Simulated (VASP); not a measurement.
Set up this calculation in VASP 6.6.1, as the native input.

```yaml
Task: single point
Functional: PBE
Potentials_or_basis: VASP PAW PBE potentials, release 64 (Mo_sv, S)
Cutoff: 520 eV
k_mesh: 6 × 6 × 2
Occupations: fermi-dirac, width 0.15 eV
Spin: no spin polarisation
Dipole_correction: no
Further_INCAR_settings: ALGO = Normal; EDIFF = 1e-06; NBANDS = 35
```

The structure of MoS2 lies in POSCAR:

```
MoS2
1.0
    3.1690000000      0.0000000000      0.0000000000
   -1.5845000000      2.7444350000      0.0000000000
    0.0000000000      0.0000000000     12.8240000000
Mo S
2 4
Direct
    0.3333333333      0.6666666667      0.2402526513
    0.6666666667      0.3333333333      0.7207579538
    0.3333333333      0.6666666667      0.5987096070
    0.6666666667      0.3333333333      0.1182043044
    0.3333333333      0.6666666667      0.8428063007
    0.6666666667      0.3333333333      0.3623009981
```

One way to write it, as run:

INCAR

```
  PREC = Accurate
  ENCUT = 520
  EDIFF = 1E-6
  ISMEAR = -1
  SIGMA = 0.15
  LREAL = F
  LASPH = T
  NELM = 80
  ALGO = Normal
  ISIF = 2
  LWAVE = F
  LCHARG = F
  GGA = PE
  NBANDS = 35
```

KPOINTS

```
regular mesh
0
Gamma
  6 6 2
```

Potentials or basis: VASP PAW PBE potentials, release 64 (Mo_sv, S).

Run with:

```bash
$ cat potpaw_PBE.64/Mo_sv/POTCAR potpaw_PBE.64/S/POTCAR > POTCAR
$ mpirun -np 1 vasp_std > vasp.out
```

Results of the run:

```
Largest force          : 0.073 eV/Å
Band gap on the k mesh : 1.06 eV, indirect (least direct gap 1.68 eV)
```

It took 35 s on 1 thread of Intel(R) Xeon(R) Platinum 8488C (Sapphire Rapids) (shared host), peak memory 0.23 GiB.
